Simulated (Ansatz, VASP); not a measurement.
**NaCl in VASP and in Ansatz**

```
Na Cl
1.0
     3.29210    0.00000    0.00000
     0.00000    3.45955    0.00000
     0.00000    0.00000    3.45955
Na Cl
1 1
Cartesian
  0.0000 0.0000 0.0000
  1.6461 1.7298 1.7298
```

Change from the starting cell: uniaxial_x strain -4.8%.

Alike in both runs: task single point; functional r2SCAN; k mesh 8 × 8 × 8; no spin polarisation.

|  | VASP | Ansatz |
| --- | --- | --- |
| version | VASP 6.6.1 | Ansatz 0.2.0 |
| potentials or method | VASP PAW PBE potentials, release 64 (Na_pv, Cl) | plane waves, PAW |
| plane-wave cutoff (eV) | 520 | 500 |
| occupations | gaussian, width 0.01 eV | fixed |
| valence electrons in the cell | 14 | 16 |

Ansatz gave:

| Item | Value |
| --- | --- |
| gap on the k mesh at the Fermi level (eV) | 4.82 |
| pressure (GPa) | 1.8 |
| traceless stress, the component that is largest in VASP (GPa) | 3.24 |

Question: Which values does VASP return?

Answer: gap on the k mesh at the Fermi level (eV): 4.86; pressure (GPa): 1.4; traceless stress, the component that is largest in VASP (GPa): 3.26.

VASP's potentials were made for PBE, not for r2SCAN. VASP's potentials hold 14 valence electrons a cell and Ansatz's 16, so a difference there can come from the potentials and not from the codes.
